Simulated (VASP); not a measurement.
# LaBi (zincblende type) (F-43m) in VASP: further runs

LaBi (zincblende type) is run at these levels: LDA; tasks: relaxation of cell and atoms.

Everything below comes from runs of VASP 6.6.1. Logs are shortened: lines on timing, memory, paths and dates and some standing lists are left out, and cuts for length are marked.

## Step 1: The cell of the first run

It takes space group F-43m (No. 216, cubic). Conventional cell: a = 5.774 Å, b = 5.774 Å, c = 5.774 Å, α = 90.00°, β = 90.00°, γ = 90.00°. La (site symmetry -43m) has 4 Bi at 2.50 Å within 3.3 Å. Bi (site symmetry -43m) has 4 La at 2.50 Å within 3.3 Å.

## Step 2: Relaxation of cell and atoms, LDA, target pressure 61 GPa, at which the enthalpy is minimised

INCAR

```
SYSTEM = LaBi
ALGO = Normal ; EDIFF = 1E-6
EDIFFG = -0.005 ; ENCUT = 600
IBRION = 2 ; ISIF = 3
ISMEAR = -1 ; LASPH = .TRUE.
LCHARG = .FALSE. ; LREAL = .FALSE.
LWAVE = .FALSE. ; NELM = 80
NSW = 60 ; PREC = Accurate
PSTRESS = 610.0 ; SIGMA = 0.05
```

KPOINTS

```
k-points
0
G
  12 12 12
  0 0 0
```

POSCAR

```
LaBi
1.0
    0.0000000000      2.8872145713      2.8872145713
    2.8872145713      0.0000000000      2.8872145713
    2.8872145713      2.8872145713      0.0000000000
La Bi
1 1
Direct
    0.0000000000      0.0000000000      0.0000000000
    0.2500000000      0.2500000000      0.2500000000
```

Potentials or basis: VASP PAW LDA potentials, release 64 (La, Bi_d).

The run is started by

```bash
> cat potpaw_LDA.64/La/POTCAR potpaw_LDA.64/Bi_d/POTCAR > POTCAR
> mpirun -np 1 vasp_std > vasp.out
```

OUTCAR:

```text
SYSTEM = LaBi
   EDIFF = 1E-6
   EDIFFG = -0.005
   ENCUT = 600
   IBRION = 2
   ISIF = 3
   ISMEAR = -1
   LASPH = .TRUE.
   LREAL = .FALSE.
   NELM = 80
   NSW = 60
   PREC = Accurate
   PSTRESS = 610.0

 ion  position               nearest neighbor table
   1  0.000  0.000  0.000-   2 2.50   2 2.50   2 2.50   2 2.50
   2  0.250  0.250  0.250-   1 2.50   1 2.50   1 2.50   1 2.50

  LATTYP: Found a face centered cubic cell.
 ALAT       =     5.7744291426

  Lattice vectors:

 A1 = (   0.0000000000,   2.8872145713,   2.8872145713)
 A2 = (   2.8872145713,   0.0000000000,   2.8872145713)
 A3 = (   2.8872145713,   2.8872145713,   0.0000000000)

Analysis of symmetry for initial positions (statically):
=====================================================================
 Subroutine PRICEL returns:
 Original cell was already a primitive cell.

 Routine SETGRP: Setting up the symmetry group for a
 face centered cubic supercell.

 Subroutine GETGRP returns: Found 24 space group operations
 (whereof 24 operations were pure point group operations)
 out of a pool of 48 trial point group operations.

The static configuration has the point symmetry T_d .

Analysis of symmetry for dynamics (positions and initial velocities):
=====================================================================
 Subroutine PRICEL returns:
 Original cell was already a primitive cell.

 Routine SETGRP: Setting up the symmetry group for a
 face centered cubic supercell.

 Subroutine GETGRP returns: Found 24 space group operations
 (whereof 24 operations were pure point group operations)
 out of a pool of 48 trial point group operations.

The dynamic configuration has the point symmetry T_d .

 Subroutine INISYM returns: Found 24 space group operations
 (whereof 24 operations are pure point group operations),
 and found     1 'primitive' translations

----------------------------------------------------------------------------------------

                                     Primitive cell

  volume of cell :      48.1357

  direct lattice vectors                    reciprocal lattice vectors
     0.000000000  2.887214571  2.887214571    -0.173177292  0.173177292  0.173177292
     2.887214571  0.000000000  2.887214571     0.173177292 -0.173177292  0.173177292
     2.887214571  2.887214571  0.000000000     0.173177292  0.173177292 -0.173177292

  length of vectors
     4.083138004  4.083138004  4.083138004     0.299951868  0.299951868  0.299951868

  position of ions in fractional coordinates (direct lattice)
     0.000000000  0.000000000  0.000000000
     0.250000000  0.250000000  0.250000000

  ion indices of the primitive-cell ions
   primitive index   ion index
                 1           1
                 2           2

----------------------------------------------------------------------------------------

 KPOINTS: k-points

Automatic generation of k-mesh.
 Grid dimensions read from file:
 generate k-points for:   12   12   12

 Generating k-lattice:

  Cartesian coordinates                     Fractional coordinates (reciprocal lattice)
    -0.014431441  0.014431441  0.014431441     0.083333333  0.000000000  0.000000000
     0.014431441 -0.014431441  0.014431441     0.000000000  0.083333333  0.000000000
     0.014431441  0.014431441 -0.014431441     0.000000000  0.000000000  0.083333333

  Length of vectors
     0.024995989  0.024995989  0.024995989

  Shift w.r.t. Gamma in fractional coordinates (k-lattice)
     0.000000000  0.000000000  0.000000000

 Subroutine IBZKPT returns following result:
 ===========================================

 Found     72 irreducible k-points:

 Following reciprocal coordinates:
            Coordinates               Weight
  0.000000  0.000000  0.000000      1.000000
  0.083333  0.000000  0.000000      8.000000
  0.166667  0.000000  0.000000      8.000000
  0.250000  0.000000  0.000000      8.000000
  0.333333  0.000000  0.000000      8.000000
  0.416667  0.000000  0.000000      8.000000
[... 16 lines left out ...]
  0.500000  0.166667  0.000000     24.000000
 -0.416667  0.166667  0.000000     24.000000
 [... further k-points ...]
   k-points           NKPTS =     72   k-points in BZ     NKDIM =     72   number of bands    NBANDS=     17
   number of dos      NEDOS =    301   number of ions     NIONS =      2
   total plane-waves  NPLWV =  46656
   dimension x,y,z NGX =    36 NGY =   36 NGZ =   36
   dimension x,y,z NGXF=    72 NGYF=   72 NGZF=   72
   ions per type =               1   1
   NGX,Y,Z   is equivalent  to a cutoff of  14.66, 14.66, 14.66 a.u.
   NGXF,Y,Z  is equivalent  to a cutoff of  29.31, 29.31, 29.31 a.u.
 SYSTEM =  LaBi
   PREC   = accura    normal or accurate (medium, high low for compatibility)
   ISTART =      0    job   : 0-new  1-cont  2-samecut
   ICHARG =      2    charge: 1-file 2-atom 10-const
   ISPIN  =      1    spin polarized calculation?
   LNONCOLLINEAR =      F non collinear calculations
   LSORBIT =      F    spin-orbit coupling
   LASPH  =      T    aspherical Exc in radial PAW
   ENCUT  =  600.0 eV  44.10 Ry    6.64 a.u.   8.16  8.16  8.16*2*pi/ulx,y,z
   NELM   =     80;   NELMIN=  2; NELMDL= -5     # of ELM steps
   EDIFF  = 0.1E-05   stopping-criterion for ELM
   LREAL  =      F    real-space projection
   EDIFFG = -.5E-02   stopping-criterion for IOM
   NSW    =     60    number of steps for IOM
   IBRION =      2    ionic relax: 0-MD 1-quasi-New 2-CG
   NFREE  =      1    steps in history (QN), initial steepest desc. (CG)
   ISIF   =      3    stress and relaxation
   ISYM   =      2    0-nonsym 1-usesym 2-fastsym
   POTIM  = 0.5000    time-step for ionic-motion
   TEBEG  =    0.0;   TEEND  =   0.0 temperature during run
   PSTRESS=  610.0 pullay stress
   NELECT =      26.0000    total number of electrons
   NUPDOWN=      -1.0000    fix difference up-down
   EMIN   =  10.00;   EMAX   =-10.00  energy-range for DOS
   EFERMI =   0.00;   METHOD = LEGACY
   ISMEAR =    -1;   SIGMA  =   0.05  broadening in eV -4-tet -1-fermi 0-gaus
   EFERMI_NEDOS =   21; number of points for ismear=-14 and -15
   IALGO  =     38    algorithm
   IMIX   =      4    mixing-type and parameters
     AMIX     =   0.40;   BMIX     =  1.00
     AMIX_MAG =   1.60;   BMIX_MAG =  1.00
  volume/ion in A,a.u.               =      24.07       162.42
  Fermi-wavevector in a.u.,A,eV,Ry     =   1.333246  2.519469 24.184959  1.777544
  Thomas-Fermi vector in A             =   2.462119
   LORBIT       =      0    0 simple, 1 ext, 2 COOP (PROOUT), +10 PAW based schemes
   GGA     = CA    functional components
   LHFCALC =     F    Hartree Fock is set to
   AEXX    =    0.0000 exact exchange contribution
   IVDW    =     0    specifies the selected vdW correction
   LEPSILON=     F    determine dielectric tensor
   LRPA    =     F    only Hartree local field effects (RPA)
 conjugate gradient relaxation of ions
 non-spin polarized calculation
  energy-cutoff  :      600.00
  volume of cell :       48.14
 maximum number of plane-waves:      1639
 NGX is ok and might be reduce to    36
   NGX = 17   NGY = 17   NGZ = 17

--------------------------------------- Ionic step        1  -------------------------------------------

 number of electron      26.0000002 magnetization

 Free energy of the ion-electron system (eV)
  ---------------------------------------------------
  ext. energy  EPLUGINS =         0.00000000
  ---------------------------------------------------
  free energy    TOTEN  =        -3.51116683 eV

  energy without entropy =       -3.50589283  energy(sigma->0) =       -3.50852983

------------------------ aborting loop because EDIFF is reached ----------------------------------------

  FORCE on cell =-STRESS in cart. coord.  units (eV):
  Direction    XX          YY          ZZ          XY          YZ          ZX
  --------------------------------------------------------------------------------------
  -------------------------------------------------------------------------------------
  Total       27.3075012     27.3075012     27.3075012     -0.0000000     -0.0000000      0.0000000
  in kB      908.9193825    908.9193825    908.9193825     -0.0000000     -0.0000000      0.0000000
  external PRESSURE =     298.9193825 kB  Pullay stress =     610.0000000 kB
[... 25 lines left out ...]
--------------------------------------- Ionic step        2  -------------------------------------------

 number of electron      26.0000007 magnetization

 E-fermi :   4.9190     XC(G=0):  -8.6993

 val. band max:        4.4308165916   @ k =  -0.2500   0.5000   0.2500
 cond. band min:       5.4250060361   @ k =  -0.2500   0.5000   0.2500
 fundamental gap:      0.9941894445
 Fermi energy:         4.9190420488

 k-point     1 :       0.0000    0.0000    0.0000
  band No.  band energies     occupation
      1     -27.8949      2.00000
      2     -16.8028      2.00000
      3     -16.8028      2.00000
      4     -16.8028      2.00000
      5     -16.7200      2.00000
      6     -16.7200      2.00000
[... 457 lines left out ...]
      4     -16.7505      2.00000
      5     -16.7207      2.00000
      6     -16.7198      2.00000
[... 9 lines left out ...]
     16       6.4944      0.00000
     17       6.5374      0.00000

 [... further k-points ...]
[... 5 lines left out ...]
  --------------------------------------------------------------------------------------
  -------------------------------------------------------------------------------------
  Total        1.9249741      1.9249741      1.9249741      0.0000000     -0.0000000      0.0000000
  in kB       35.5792129     35.5792129     35.5792129      0.0000000     -0.0000000      0.0000000
  external PRESSURE =    -574.4207871 kB  Pullay stress =     610.0000000 kB
[... 25 lines left out ...]
--------------------------------------- Ionic step        3  -------------------------------------------

 number of electron      26.0000001 magnetization

 E-fermi :   9.6965     XC(G=0): -10.6909

 val. band max:        9.6950779151   @ k =   0.5000   0.5000   0.0000
 cond. band min:       9.7896532094   @ k =  -0.3333   0.4167   0.0833
 fundamental gap:      0.0945752943
 Fermi energy:         9.6964783753

 k-point     1 :       0.0000    0.0000    0.0000
  band No.  band energies     occupation
      1     -22.6179      2.00000
      2     -13.4637      2.00000
      3     -13.4637      2.00000
      4     -13.4637      2.00000
      5     -13.1084      2.00000
      6     -13.1084      2.00000
[... 457 lines left out ...]
      4     -13.1163      2.00000
      5     -13.1072      2.00000
      6     -13.0974      2.00000
[... 9 lines left out ...]
     16      11.9528      0.00000
     17      12.2719      0.00000

 [... further k-points ...]
[... 5 lines left out ...]
  --------------------------------------------------------------------------------------
  -------------------------------------------------------------------------------------
  Total       18.8617983     18.8617983     18.8617983      0.0000000      0.0000000      0.0000000
  in kB      546.1529884    546.1529884    546.1529884      0.0000000      0.0000000      0.0000000
  external PRESSURE =     -63.8470116 kB  Pullay stress =     610.0000000 kB
[... 21 lines left out ...]
  energy  without entropy=       -6.7005926454  energy(sigma->0) =       -6.70191867

  enthalpy is  TOTEN    =        14.3635574254 eV   P V=       21.0668021165

[... ionic steps 4 to 13 ...]

--------------------------------------- Ionic step       14  -------------------------------------------

 number of electron      26.0000000 magnetization

------------------------ aborting loop because EDIFF is reached ----------------------------------------
[... 71 lines left out ...]
--------------------------------------- Ionic step       16  -------------------------------------------

 number of electron      26.0000000 magnetization

 Free energy of the ion-electron system (eV)
  ---------------------------------------------------
  ext. energy  EPLUGINS =         0.00000000
  ---------------------------------------------------
  free energy    TOTEN  =        -6.13401333 eV

  energy without entropy =       -6.13076788  energy(sigma->0) =       -6.13239061

 E-fermi :  10.0806     XC(G=0): -10.8326

 val. band max:       10.0007926132   @ k =  -0.4167   0.5000   0.0833
 cond. band min:      10.1335194250   @ k =   0.5000   0.5000   0.0000
 fundamental gap:      0.1327268117
 Fermi energy:        10.0805545922

 k-point     1 :       0.0000    0.0000    0.0000
  band No.  band energies     occupation
      1     -22.2539      2.00000
      2     -13.2336      2.00000
      3     -13.2336      2.00000
      4     -13.2336      2.00000
      5     -12.8470      2.00000
      6     -12.8470      2.00000
[... 457 lines left out ...]
      4     -12.8546      2.00000
      5     -12.8457      2.00000
      6     -12.8257      2.00000
[... 9 lines left out ...]
     16      12.3475      0.00000
     17      12.7117      0.00000

 [... further k-points ...]
[... 5 lines left out ...]
  --------------------------------------------------------------------------------------
  -------------------------------------------------------------------------------------
  Total       20.4616908     20.4616908     20.4616908      0.0000000      0.0000000      0.0000000
  in kB      609.8932692    609.8932692    609.8932692      0.0000000      0.0000000      0.0000000
  external PRESSURE =      -0.1067308 kB  Pullay stress =     610.0000000 kB
[... 21 lines left out ...]
  energy  without entropy=       -6.1307678821  energy(sigma->0) =       -6.13239061

  enthalpy is  TOTEN    =        14.3312582234 eV   P V=       20.4652715540

 reached required accuracy - stopping structural energy minimisation
```

Wall time 15 min (1 thread of Intel Xeon 8259CL, shared host); peak memory 0.26 GiB.

What came out:

```yaml
Free_energy: -6.1340 eV
Relaxed_volume: 26.88 Å³/atom
Relaxed_cell: a = 4.236 Å, b = 4.236 Å, c = 4.236 Å, α = 60.00°, β = 60.00°, γ = 60.00°
Space_group_after_relaxing_to_0.1_Å: F-43m (No. 216)
Energy_change_on_relaxing_the_run_minimises_the_enthalpy: -1311.4 meV/atom
Ionic_steps: 16
Pressure_after_relaxing: 61.0 GPa
```

Step by step:
| step | energy change (eV) | largest force (eV/Å) | pressure (GPa) | volume (Å³) |
| --- | --- | --- | --- | --- |
| 1 | 0.0000 | 0.0000 | 90.89 | 48.14 |
| 2 | -7.3764 | 0.0000 | 3.56 | 86.68 |
| 3 | -3.1921 | 0.0000 | 54.62 | 55.33 |
| 4 | -2.6638 | 0.0000 | 60.51 | 53.86 |
| 5 | -2.6188 | 0.0000 | 60.95 | 53.74 |
| 6 | -2.5744 | 0.0000 | 61.44 | 53.63 |
| 7 | -2.5775 | 0.0000 | 61.46 | 53.63 |
| 8 | -2.5866 | 0.0000 | 61.38 | 53.66 |
| 9 | -2.5867 | 0.0000 | 61.36 | 53.66 |
| 10 | -2.5870 | 0.0000 | 61.36 | 53.66 |
| 11 | -2.5875 | 0.0000 | 61.37 | 53.66 |
| 12 | -2.5887 | 0.0000 | 61.37 | 53.66 |
| 13 | -2.5910 | 0.0000 | 61.31 | 53.67 |
| 14 | -2.5955 | 0.0000 | 61.27 | 53.68 |
| 15 | -2.6047 | 0.0000 | 61.18 | 53.70 |
| 16 | -2.6228 | 0.0000 | 60.99 | 53.75 |

Final structure:
```
La Bi
1.0
     0.00000    2.99541    2.99541
     2.99541    0.00000    2.99541
     2.99541    2.99541    0.00000
La Bi
1 1
Cartesian
  0.0000 0.0000 0.0000
  1.4977 1.4977 1.4977
```

Levels at points of the mesh, in eV from the Fermi level:
| k point | band 9 | band 10 | band 11 | band 12 | band 13 | band 14 | band 15 | band 16 | band 17 |
| --- | --- | --- | --- | --- | --- | --- | --- | --- | --- |
| (0.00, 0.00, 0.00) | -15.71 | -11.47 | -2.86 | -2.86 | -2.86 | 0.55 | 2.39 | 2.39 | 2.39 |
| (0.50, 0.00, 0.00) | -15.99 | -9.87 | -2.16 | -2.16 | -2.06 | 1.50 | 2.12 | 2.12 | 2.53 |
| (0.50, 0.50, 0.00) | -16.39 | -9.18 | -4.24 | 0.05 | 0.05 | 0.25 | 2.59 | 2.61 | 2.65 |

Caveat: the cell is relaxed towards a set pressure, so the run minimises the enthalpy, not the energy; spin-orbit coupling is left out, which moves the levels of the heavy elements.

## Step 3: Relaxation of cell and atoms, LDA, target pressure 61 GPa, at which the enthalpy is minimised

This run uses another cell than the first one, of 26.85 Å³/atom.

INCAR

```
SYSTEM = LaBi
PREC     = Accurate       ! precision mode
ENCUT    = 600            ! plane-wave cutoff, eV
EDIFF    = 1E-7           ! SCF threshold, eV
ISMEAR   = -1             ! smearing method
SIGMA    = 0.05           ! smearing width, eV
LREAL    = .False.        ! projectors in reciprocal space
LASPH    = .True.         ! aspherical terms in the spheres
NELM     = 60             ! most SCF steps
ALGO     = Normal         ! electronic algorithm
ISIF     = 3              ! what is computed and relaxed
LWAVE    = .False.        ! write WAVECAR
LCHARG   = .False.        ! write CHGCAR
IBRION   = 2              ! ionic algorithm
NSW      = 32             ! ionic steps
EDIFFG   = -0.005         ! ionic threshold
PSTRESS  = 610.0
```

KPOINTS

```
Automatic mesh
0
Gamma
  12 12 12
  0 0 0
```

POSCAR

```
LaBi
1.0
    0.0000000000      2.9942842565      2.9942842565
    2.9942842565      0.0000000000      2.9942842565
    2.9942842565      2.9942842565      0.0000000000
La Bi
1 1
Direct
    0.0000000000      0.0000000000      0.0000000000
    0.2500000000      0.2500000000      0.2500000000
```

Potentials or basis: VASP PAW LDA potentials, release 64 (La, Bi_d).

The run is started by

```bash
> cat potpaw_LDA.64/La/POTCAR potpaw_LDA.64/Bi_d/POTCAR > POTCAR
> mpirun -np 1 vasp_std > vasp.out
```

Run time: 5 min. Hardware: 1 thread of Intel Xeon 8259CL, shared host; peak memory 0.26 GiB.

The run converged. Its results:

```
Free energy                                                : -6.1339 eV
Relaxed volume                                             : 26.87 Å³/atom
Relaxed cell                                               : a = 4.236 Å, b = 4.236 Å, c = 4.236 Å, α = 60.00°, β = 60.00°, γ = 60.00°
Space group after relaxing (to 0.1 Å)                      : F-43m (No. 216)
Energy change on relaxing (the run minimises the enthalpy) : -10.8 meV/atom
Ionic steps                                                : 3
Pressure after relaxing                                    : 61.0 GPa
```

The path:
| step | energy change (eV) | largest force (eV/Å) | pressure (GPa) | volume (Å³) |
| --- | --- | --- | --- | --- |
| 1 | 0.0000 | 0.0000 | 61.24 | 53.69 |
| 2 | -0.1181 | 0.0000 | 59.91 | 54.00 |
| 3 | -0.0216 | 0.0000 | 61.00 | 53.75 |

Final structure:
```cif
data_structure
_symmetry_space_group_name_H-M 'P 1'
_symmetry_Int_Tables_number 1
_cell_length_a 4.2360
_cell_length_b 4.2360
_cell_length_c 4.2360
_cell_angle_alpha 60.000
_cell_angle_beta 60.000
_cell_angle_gamma 60.000
_cell_volume 53.75
loop_
_atom_site_label
_atom_site_type_symbol
_atom_site_fract_x
_atom_site_fract_y
_atom_site_fract_z
_atom_site_occupancy
La1 La 0.00000 0.00000 0.00000 1
Bi1 Bi 0.25000 0.25000 0.25000 1
```

Levels at points of the mesh, in eV from the Fermi level:
```tsv
k point	band 9	band 10	band 11	band 12	band 13	band 14	band 15	band 16	band 17
(0.00, 0.00, 0.00)	-15.71	-11.47	-2.87	-2.87	-2.87	0.55	2.33	2.35	2.39
(0.50, 0.00, 0.00)	-15.99	-9.87	-2.16	-2.16	-2.06	1.50	2.12	2.12	2.53
(0.50, 0.50, 0.00)	-16.39	-9.18	-4.24	0.05	0.05	0.25	2.59	2.60	2.65
```

Caveat: the cell is relaxed towards a set pressure, so the run minimises the enthalpy, not the energy; spin-orbit coupling is left out, which moves the levels of the heavy elements.
